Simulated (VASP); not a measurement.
Write the native input for VASP 6.6.1 that does the following.

* Task: relaxation of cell and atoms
* Functional: PBE
* Potentials or basis: VASP PAW PBE potentials, release 64 (Ti_sv)
* Cutoff: 600 eV
* k mesh: 16 × 16 × 16
* Occupations: fermi-dirac, width 0.1 eV
* Spin: no spin polarisation
* Target pressure: 16 GPa
* Dipole correction: no
* Further INCAR settings: ALGO = Normal; EDIFF = 1e-06; IBRION = 2; EDIFFG = -0.005; NSW = 60; ISIF = 3

The structure of Ti lies in POSCAR:

```
Ti
1.0
   -2.4289876438      2.4289876438      1.3359432041
    2.4289876438     -2.4289876438      1.3359432041
    2.4289876438      2.4289876438     -1.3359432041
Ti
2
Direct
   -0.3750000000     -0.1250000000     -0.2500000000
    0.3750000000      0.1250000000      0.2500000000
```

These files were run (other wordings do the same):

INCAR

```
PREC = Accurate
ENCUT = 600
EDIFF = 1E-6
ISMEAR = -1
SIGMA = 0.1
LREAL = False
LASPH = True
NELM = 60
ALGO = Normal
ISIF = 3
LWAVE = False
LCHARG = False
GGA = PE
IBRION = 2
NSW = 60
EDIFFG = -0.005
PSTRESS = 160.0
```

KPOINTS

```
regular mesh
0
Gamma
  16 16 16
```

Potentials or basis: VASP PAW PBE potentials, release 64 (Ti_sv).

Run with:

```sh
$ cat potpaw_PBE.64/Ti_sv/POTCAR > POTCAR
$ mpirun -np 1 vasp_std > vasp.out
```

It gave:

The relaxed volume is 15.23 Å³/atom, the relaxed cell is a = 3.620 Å, b = 3.620 Å, c = 3.620 Å, α = 98.01°, β = 98.01°, γ = 136.18° and the space group after relaxing (to 0.05 Å) is I4_1/amd (No. 141). The energy change on relaxing (the enthalpy is what falls) is +40.3 meV/atom. The ionic steps are 7, the pressure after relaxing is 16.0 GPa and the band gap on the k mesh is zero (band 12 reaches 9.83 eV, above the bottom of band 13 at 8.87 eV).

Caveat: the cell is relaxed towards a set pressure, so the enthalpy falls and the energy may rise.

Run time: 25 min on 1 thread of Oxide Virtual Turin-like Processor, with other jobs on the host, peak memory 0.29 GiB.
